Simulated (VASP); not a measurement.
Set up this calculation in VASP 6.6.1, as the native input.

* Task: electric field gradients
* Functional: LDA
* Potentials or basis: VASP PAW LDA potentials, release 64 (Bi_d)
* Cutoff: 520 eV
* k mesh: 11 × 11 × 11
* Occupations: fermi-dirac, width 0.03 eV
* Spin: no spin polarisation
* Dipole correction: no
* Further INCAR settings: ALGO = Normal; EDIFF = 1e-08; NBANDS = 22

The structure of Bi lies in POSCAR:

```
Bi
1.0
    2.2880530951      1.3210080704      3.9801861936
   -2.2880530951      1.3210080704      3.9801861936
    0.0000000000     -2.6420161407      3.9801861936
Bi
2
Direct
    0.2338900000      0.2338900000      0.2338900000
    0.7661100000      0.7661100000      0.7661100000
```

This cell differs from its parent crystal: volume scaled by 1.02.

One way to write it, as run:

INCAR

```
SYSTEM = Bi
  ALGO = Normal
  EDIFF = 1E-8
  ENCUT = 520
  GGA = CA
  ISIF = 2
  ISMEAR = -1
  LASPH = .True.
  LCHARG = .False.
  LEFG = .True.
  LREAL = .False.
  LWAVE = .False.
  NBANDS = 22
  NELM = 100
  PREC = Accurate
  SIGMA = 0.03
```

KPOINTS

```
k-points
0
Gamma
  11 11 11
  0 0 0
```

Potentials or basis: VASP PAW LDA potentials, release 64 (Bi_d).

Launch:

```sh
$ cat potpaw_LDA.64/Bi_d/POTCAR > POTCAR
$ mpirun -np 1 vasp_std > vasp.out
```

Results of the run:

The pressure is -2.6 GPa. The largest force is 0.026 eV/Å and the band gap on the k mesh is zero (band 15 reaches 5.74 eV, above the bottom of band 16 at 5.69 eV).

Caveat: without QUAD_EFG the Cq values of the log hold for a quadrupole moment of 1 mb, not for the nuclei; spin-orbit coupling is left out, which moves the levels of the heavy elements.

It took 3.1 min on 1 thread of Oxide Virtual Turin-like Processor (shared host), peak memory 0.26 GiB.
